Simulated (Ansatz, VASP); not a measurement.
## Zr: VASP beside Ansatz

```
Zr
1.0
    -1.58732    1.58732    1.58732
     1.58732   -1.58732    1.58732
     1.58732    1.58732   -1.58732
Zr
1
Direct
  0.00000 0.00000 0.00000
```

Change from the starting cell: volume scaled by 0.7, LAPW.

Alike in both runs: task single point; functional PBE; k mesh 16 × 16 × 16; occupations fermi-dirac, width 0.05 eV; no spin polarisation.

|  | VASP | Ansatz |
| --- | --- | --- |
| version | VASP 6.6.1 | Ansatz 0.2.0 |
| potentials or method | VASP PAW PBE potentials, release 64 (Zr_sv), cutoff 520 eV | all-electron LAPW, scalar-relativistic |

```tsv
	VASP	Ansatz	Ansatz less VASP
pressure (GPa)	55.4	55.2	-0.23
```

Both programs put the cell under a high pressure, so it lies far from rest at this level. Ansatz ran all-electron here, and VASP with PAW potentials.
